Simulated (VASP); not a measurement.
# CdB15N15 (a cell with a defect) in VASP: notebook, part 2 of 2

VASP 6.6.1. Earlier steps stand in the parts before.

### Step 3. Single point, PBE, collinear spin

INCAR reads:

```
PREC = Accurate
ENCUT = 520
EDIFF = 1E-6
ISMEAR = -1
SIGMA = 0.01
LREAL = Auto
LASPH = True
NELM = 200
ALGO = Normal
ISIF = 2
LWAVE = False
LCHARG = True
ISPIN = 2
MAGMOM = 0.08 0 0.01 0.14 0.01 0.01 0 0 0 0 0.01 0 0 0 0 0.08 0.02 0.01 0.01 0.01 0.01 0.03 0.01 0 0 0.01 0 0 0.01 0.01 0
LORBIT = 11
NUPDOWN = 1.0
GGA = PE
LELF = True
LVHAR = True
NBANDS = 91
NELECT = 133.0
GGA_COMPAT = False
```

KPOINTS reads:

```
regular mesh
0
Gamma
  1 1 1
```

POSCAR reads:

```
CdB15N15
1.0
   -3.6241103844      3.6241103844     -3.6241103844
    3.6241103844      3.6241103844      3.6241103844
    3.6241103844     -3.6241103844     -3.6241103844
B Cd N
15 1 15
Direct
   -0.0028474423      0.0047151492     -0.0246603505
    0.0085508378      0.2562633469      0.7603016487
    0.0088477262      0.5084890631      0.5084525448
    0.0001161010      0.7198986644      0.2567556299
    0.2549788348      0.0059360543      0.7609828326
    0.2557638029      0.5089090566      0.2587556470
    0.2521167520      0.7516600908      0.0041906106
    0.5098079559      0.0053455220      0.5059271082
    0.5095438854      0.2545611523      0.2578819678
    0.5004124610      0.4980615033      0.0037613350
    0.4996081063      0.7514717769      0.7497292265
    0.7313634165     -0.0005986325      0.2486042352
    0.7522136613      0.2520876842      0.0021977092
    0.7533240127      0.4996353320      0.7520638740
    0.7528563583      0.7503103523      0.5035861433
    0.1348547328      0.1280048779      0.3818745877
   -0.0001537895      0.2575090593      0.0009350231
    0.0088338214      0.5052178001      0.7577170113
    0.0003220622      0.7486188903      0.5105272421
    0.2553090227      0.0000416820      0.0052143133
    0.2533477989      0.2525128903      0.7838219763
    0.2536733317      0.5319612262      0.5048535440
    0.2573959374      0.7514635280      0.2521199343
    0.5061495838      0.0069416603      0.7562869944
    0.5322317877      0.2517041992      0.5037195260
    0.5066038585      0.5041962229      0.2591641096
    0.5032625699      0.7512143758      0.0028098593
    0.7550688482     -0.0007865801      0.5045603970
    0.7536657678      0.2535249901      0.2508199952
    0.7502715207      0.4980959981      0.0021103809
    0.7505166625      0.7508039610      0.7511887404
```

Potentials or basis: VASP PAW PBE potentials, release 64 (B, Cd, N).

Run with:

```sh
> cat potpaw_PBE.64/B/POTCAR potpaw_PBE.64/Cd/POTCAR potpaw_PBE.64/N/POTCAR > POTCAR
> mpirun -np 1 vasp_gam > vasp.out
```

OUTCAR:

```text
PREC = Accurate
   ENCUT = 520
   EDIFF = 1E-6
   ISMEAR = -1
   LREAL = Auto
   LASPH = True
   NELM = 200
   ISIF = 2
   ISPIN = 2
   LORBIT = 11
   NUPDOWN = 1.0
   GGA = PE
   NELECT = 133.0

 ion  position               nearest neighbor table
   1  0.997  0.005  0.975-  31 1.52  17 1.53  20 1.58  16 2.15
   2  0.009  0.256  0.760-  21 1.50  17 1.53  18 1.57  28 1.60  16 2.71
   3  0.009  0.508  0.508-  22 1.50  19 1.52  18 1.57  29 1.61  16 2.72
   4  0.000  0.720  0.257-  30 1.53  19 1.54  23 1.57  16 2.16
   5  0.255  0.006  0.761-  21 1.51  20 1.55  24 1.58  19 1.60  16 2.69
   6  0.256  0.509  0.259-  22 1.51  23 1.53  26 1.58  17 1.60  16 2.70
   7  0.252  0.752  0.004-  18 1.54  23 1.55  20 1.55  27 1.58
   8  0.510  0.005  0.506-  25 1.51  28 1.56  24 1.58  23 1.59  16 2.67
   9  0.510  0.255  0.258-  25 1.51  29 1.55  26 1.57  20 1.59  16 2.68
  10  0.500  0.498  0.004-  21 1.50  30 1.57  26 1.58  27 1.59
  11  0.500  0.751  0.750-  22 1.49  31 1.57  24 1.58  27 1.58
  12  0.731  0.999  0.249-  27 1.52  29 1.55  28 1.56  16 2.13
  13  0.752  0.252  0.002-  24 1.54  17 1.55  30 1.55  29 1.55
  14  0.753  0.500  0.752-  25 1.51  30 1.58  18 1.58  31 1.58
  15  0.753  0.750  0.504-  26 1.54  19 1.54  28 1.56  31 1.56
  16  0.135  0.128  0.382-  25 2.11  12 2.13  21 2.14   1 2.15  22 2.15   4 2.16   8 2.67  20 2.67
                             9 2.68  23 2.68   5 2.69  28 2.70   6 2.70   2 2.71   3 2.72  29 2.72
  17  1.000  0.258  0.001-   2 1.53   1 1.53  13 1.55   6 1.60  16 2.74
  18  0.009  0.505  0.758-   7 1.54   2 1.57   3 1.57  14 1.58
  19  0.000  0.749  0.511-   3 1.52   4 1.54  15 1.54   5 1.60  16 2.73
[... 436 lines left out ...]
     3.624110384 -3.624110384 -3.624110384     0.137964893  0.000000000 -0.137964893

 POSITION                                       TOTAL-FORCE (eV/Angst)
 -----------------------------------------------------------------------------------
     -0.06196      0.09614     -7.13144         0.172260      0.099329     -0.505302
      3.65315     -1.79570     -1.85768         0.016944      0.343424      0.183610
      3.65344      0.03220     -0.03193        -0.034085     -0.269812     -0.155480
      3.53908      1.67890      1.67806        -0.185015      0.213916     -0.764214
      1.85533     -1.81230     -3.66044        -0.504300      0.493316      0.336446
      1.85519      1.83350     -0.02033        -0.361639     -0.084537     -0.270045
[... 23 lines left out ...]
     -0.90626      4.51657     -0.92156         0.452079      0.267896     -0.066797
      2.72343      2.71856     -2.72135         0.488063      0.204798     -0.176754
 -----------------------------------------------------------------------------------
    total drift:                                0.000256      0.003929      0.003848

  FREE ENERGIE OF THE ION-ELECTRON SYSTEM (eV)
  ---------------------------------------------------
  free  energy   TOTEN  =      -241.2730316910 eV

  energy  without entropy=     -241.2730124346  energy(sigma->0) =     -241.27302206

 total charge

# of ion       s       p       d       tot
------------------------------------------
    1        0.689   1.376   0.000   2.065
    2        0.689   1.413   0.000   2.102
    3        0.689   1.410   0.000   2.099
    4        0.675   1.414   0.000   2.090
    5        0.683   1.393   0.000   2.075
    6        0.685   1.396   0.000   2.081
[... 23 lines left out ...]
   30        1.208   2.788   0.000   3.996
   31        1.206   2.786   0.000   3.992
--------------------------------------------------
tot         29.084  63.453   9.561 102.098

 magnetization (x)

# of ion       s       p       d       tot
------------------------------------------
    1        0.022   0.108   0.000   0.130
    2        0.002   0.005   0.000   0.007
    3        0.003   0.005   0.000   0.008
    4        0.025   0.207   0.000   0.232
    5        0.002   0.008   0.000   0.010
    6        0.003   0.006   0.000   0.009
[... 23 lines left out ...]
   30        0.002   0.003   0.000   0.006
   31       -0.000   0.002   0.000   0.001
--------------------------------------------------
tot          0.095   0.529   0.067   0.691
```

OSZICAR:

```text
N       E                     dE             d eps       ncg     rms          rms(c)
DAV:   1     0.123109707389E+04    0.12311E+04   -0.81660E+04   364   0.153E+03
DAV:   2    -0.157474570545E+03   -0.13886E+04   -0.12917E+04   458   0.416E+02
DAV:   3    -0.258573456703E+03   -0.10110E+03   -0.10015E+03   456   0.120E+02
DAV:   4    -0.260291992260E+03   -0.17185E+01   -0.17140E+01   464   0.160E+01
DAV:   5    -0.260318766109E+03   -0.26774E-01   -0.26737E-01   440   0.187E+00    0.294E+01
DAV:   6    -0.242396901974E+03    0.17922E+02   -0.56605E+01   504   0.409E+01    0.236E+01
DAV:   7    -0.241640237746E+03    0.75666E+00   -0.10171E+01   424   0.131E+01    0.131E+01
DAV:   8    -0.241314125212E+03    0.32611E+00   -0.84277E-01   448   0.323E+00    0.714E+00
DAV:   9    -0.241272859953E+03    0.41265E-01   -0.27845E-01   424   0.179E+00    0.233E+00
DAV:  10    -0.241264933352E+03    0.79266E-02   -0.14575E-01   448   0.131E+00    0.127E+00
DAV:  11    -0.241272709475E+03   -0.77761E-02   -0.46402E-02   432   0.735E-01    0.749E-01
DAV:  12    -0.241272788974E+03   -0.79499E-04   -0.11856E-02   448   0.445E-01    0.228E-01
DAV:  13    -0.241272952688E+03   -0.16371E-03   -0.29519E-03   456   0.214E-01    0.111E-01
DAV:  14    -0.241272998269E+03   -0.45582E-04   -0.29361E-04   448   0.741E-02    0.591E-02
DAV:  15    -0.241273025952E+03   -0.27683E-04   -0.10330E-04   432   0.362E-02    0.285E-02
DAV:  16    -0.241273029206E+03   -0.32541E-05   -0.18581E-05   448   0.183E-02    0.131E-02
DAV:  17    -0.241273031267E+03   -0.20613E-05   -0.65135E-06   432   0.888E-03    0.732E-03
DAV:  18    -0.241273031691E+03   -0.42379E-06   -0.90101E-07   256   0.459E-03
   1 F= -.24127303E+03 E0= -.24127302E+03  d E =-.192564E-04  mag=     1.0000
```

stdout:

```text
POSCAR found type information on POSCAR B CdN
 POSCAR found :  3 types and      31 ions
 scaLAPACK will be used
 LDA part: xc-table for (Slater+PW92), standard interpolation
 POSCAR, INCAR and KPOINTS ok, starting setup
 FFT: planning ... GRIDC
 FFT: planning ... GRID_SOFT
 FFT: planning ... GRID
 WAVECAR not read
 entering main loop
 the old and the new charge density differ
 old charge density:   132.00000 new  133.00000
    0.294E+01
```

Wall time 3.6 min (1 thread of Intel Xeon 8259CL, shared host); peak memory 0.4 GiB.

What came out:

* Free energy: -241.2730 eV
* Largest force: 0.852 eV/Å
* Net moment: 1.00 μB per cell
* Site moments: B +0.13, +0.01, +0.23, +0.00, -0.00 (each value once); Cd +0.14; N +0.02, +0.01, +0.03, +0.00, -0.00 (each value once) μB
* Valence electrons inside the program's atomic spheres: B 2.06, 2.10, 2.09, 2.08, 2.07, 2.04 (each value once); Cd 10.87; N 4.01, 4.00, 3.99, 4.04, 4.05, 4.03, 3.98 (each value once)

Forces on the atoms (eV/Å):
```
B    0.172  0.099 -0.505
B    0.017  0.343  0.184
B   -0.034 -0.270 -0.155
B   -0.185  0.214 -0.764
B   -0.504  0.493  0.336
B   -0.362 -0.085 -0.270
B   -0.241 -0.063 -0.159
B    0.392 -0.218  0.422
B    0.331 -0.123 -0.006
B    0.028 -0.107  0.341
B    0.075 -0.120  0.086
B    0.507 -0.313  0.378
B   -0.096 -0.056  0.219
B   -0.129 -0.013  0.185
B   -0.211 -0.235 -0.077
Cd  -0.340 -0.148 -0.160
N   -0.096 -0.763 -0.080
N   -0.245  0.140 -0.360
N    0.088  0.084  0.656
N    0.530 -0.375  0.129
N    0.044  0.113  0.163
N    0.107 -0.009 -0.116
N    0.314  0.062  0.408
N    0.017  0.150  0.186
N   -0.087 -0.029  0.117
N    0.025 -0.242 -0.366
N    0.066  0.242 -0.125
N   -0.506  0.686 -0.003
N   -0.616  0.068 -0.420
N    0.452  0.268 -0.067
N    0.488  0.205 -0.177
```

Caveat: the k points lie up to 1.23 Å⁻¹ apart; the cell carries a net charge on a neutralising background, which shifts energy and pressure; the total moment is fixed, so each spin has its own Fermi level.

### Step 4. Single point, PBE, collinear spin

INCAR reads:

```
SYSTEM = CdB15N15
ALGO = Normal ; EDIFF = 1E-6
ENCUT = 520 ; GGA = PE
GGA_COMPAT = .False. ; ISIF = 2
ISMEAR = -1 ; ISPIN = 2
LASPH = .True. ; LCHARG = .False.
LORBIT = 11 ; LREAL = Auto
LWAVE = .False. ; MAGMOM = 0.01 0 0 0.01 0 0 0 0 0 0 0 0.01 0 0 0 0.02 0.02 0.02 0.02 0.02 0.14 0.17 0.02 0.02 0.14 0.02 0.01 0.02 0.02 0.01 0.01
NBANDS = 91 ; NELECT = 131.0
NELM = 200 ; NUPDOWN = 1.0
PREC = Accurate ; SIGMA = 0.01
```

KPOINTS reads:

```
k-points
0
Gamma
  1 1 1
  0 0 0
```

POSCAR reads:

```
CdB15N15
1.0
   -3.6241103844      3.6241103844     -3.6241103844
    3.6241103844      3.6241103844      3.6241103844
    3.6241103844     -3.6241103844     -3.6241103844
B Cd N
15 1 15
Direct
    0.0000992272     -0.0013427417     -0.0260971681
    0.0048153123      0.2552783132      0.7582630264
    0.0055105795      0.5070020414      0.5076978646
   -0.0005801021      0.7210186863      0.2508140547
    0.2563853503      0.0051125545      0.7594820355
    0.2564893119      0.5054568035      0.2556573837
    0.2515049743      0.7503547967      0.0029812063
    0.5068077648      0.0040322119      0.5076089067
    0.5085424012      0.2552327575      0.2571643013
    0.5031904985      0.5014291877      0.0057588770
    0.5031802811      0.7540087296      0.7551263884
    0.7226743513     -0.0011245887      0.2511457319
    0.7520693312      0.2504787702      0.0028362870
    0.7545420797      0.5021226355      0.7536463364
    0.7513506225      0.7508543188      0.5027453151
    0.1362594222      0.1352129299      0.3874966139
    0.0016657273      0.2535969751      0.0049821937
    0.0078406815      0.5046066682      0.7564820339
    0.0006934709      0.7544400184      0.5051580527
    0.2541177415     -0.0002966682      0.0064112666
    0.2549391896      0.2536360692      0.7853946600
    0.2546260077      0.5341913011      0.5066666694
    0.2545230515      0.7526269861      0.2529360539
    0.5051931889      0.0070844721      0.7567930465
    0.5340621943      0.2543651730      0.5054067815
    0.5056227908      0.5042383244      0.2591227629
    0.5033466439      0.7518838136      0.0043350622
    0.7534354015      0.0006948474      0.5059174846
    0.7555019664      0.2530335564      0.2519277164
    0.7528820133      0.5021413264      0.0039166308
    0.7528940984      0.7520716938      0.7545892829
```

Run with:

```sh
> cat potpaw_PBE.64/B/POTCAR potpaw_PBE.64/Cd/POTCAR potpaw_PBE.64/N/POTCAR > POTCAR
> mpirun -np 1 vasp_gam > vasp.out
```

Run time: 4.8 min. Hardware: 1 thread of Intel Xeon 8259CL, shared host; peak memory 0.4 GiB.

Results (log left out):

```
Free energy                                           : -260.6723 eV
Largest force                                         : 0.619 eV/Å
Net moment                                            : 1.00 μB per cell
Site moments                                          : B +0.01, -0.00, +0.02, +0.00, -0.01 (each value once); Cd +0.04; N +0.02, +0.16, +0.19, +0.03, +0.01 (each value once) μB
Valence electrons inside the program's atomic spheres : B 2.03, 2.04, 2.05 (each value once); Cd 10.73; N 3.97, 3.98, 3.96 (each value once)
```

Forces in eV/Å, atoms in the order of the input:
```
B   -0.231  0.155  0.314
B   -0.054  0.080  0.039
B    0.014 -0.189  0.027
B   -0.302 -0.247 -0.127
B   -0.252  0.007  0.046
B   -0.007 -0.030 -0.046
B   -0.137  0.060 -0.073
B    0.083 -0.072  0.089
B    0.008 -0.013  0.230
B    0.006 -0.015  0.099
B   -0.113 -0.012  0.055
B    0.158 -0.290  0.248
B    0.066  0.097  0.137
B   -0.009 -0.096  0.000
B    0.100 -0.142 -0.037
Cd  -0.008 -0.007  0.006
N    0.099 -0.382 -0.475
N   -0.184 -0.027  0.031
N    0.014  0.274  0.015
N    0.350 -0.058 -0.033
N    0.125  0.117  0.110
N   -0.088  0.137 -0.147
N    0.400  0.116  0.323
N   -0.029 -0.056  0.168
N    0.115 -0.101 -0.113
N   -0.062 -0.183  0.005
N    0.153  0.094 -0.149
N   -0.366  0.481 -0.130
N   -0.080  0.004 -0.351
N    0.102  0.141 -0.149
N    0.129  0.155 -0.112
```

Caveat: the k points lie up to 1.23 Å⁻¹ apart; the cell carries a net charge on a neutralising background, which shifts energy and pressure; the total moment is fixed, so each spin has its own Fermi level.
